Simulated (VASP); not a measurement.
Wanted: the native input for a VASP 6.6.1 run.

| Item | Value |
| --- | --- |
| Task | single point |
| Functional | PBE |
| Potentials or basis | VASP PAW PBE potentials, release 64 (Al, N) |
| Cutoff | 520 eV |
| k mesh | 6 × 6 × 6 |
| Occupations | gaussian, width 0.01 eV |
| Spin | no spin polarisation |
| Dipole correction | no |
| Further INCAR settings | ALGO = Normal; EDIFF = 1e-06; NBANDS = 11 |

The structure of AlN lies in POSCAR:

```
AlN
1.0
    0.0000000000      2.0188684513      2.0188684513
    1.9583023977      0.0000000000      2.0188684513
    1.9583023977      2.0188684513      0.0000000000
Al N
1 1
Direct
    0.0000000000      0.0000000000      0.0000000000
    0.5000000000      0.5000000000      0.5000000000
```

This cell differs from its parent crystal: uniaxial x strain -3.0%.

The input as run:

INCAR

```
SYSTEM = AlN
PREC = Accurate
ENCUT = 520
EDIFF = 1E-6
ISMEAR = 0
SIGMA = 0.01
LREAL = .FALSE.
LASPH = .TRUE.
NELM = 100
ALGO = Normal
ISIF = 2
LWAVE = .FALSE.
LCHARG = .FALSE.
GGA = PE
NBANDS = 11
```

KPOINTS

```
Automatic mesh
0
G
  6 6 6
  0 0 0
```

Potentials or basis: VASP PAW PBE potentials, release 64 (Al, N).

Launch:

```sh
$ cat potpaw_PBE.64/Al/POTCAR potpaw_PBE.64/N/POTCAR > POTCAR
$ mpirun -np 1 vasp_std > vasp.out
```

It gave:

- Pressure: 15.6 GPa
- Band gap on the k mesh: 4.69 eV, indirect (least direct gap 6.09 eV)

Caveat: the k points lie up to 0.45 Å⁻¹ apart; the cell differs from its parent crystal (uniaxial x strain -3.0%).

It took 4.6 s on 1 thread of Intel Xeon 6975P-C, on a shared host, peak memory 0.13 GiB.
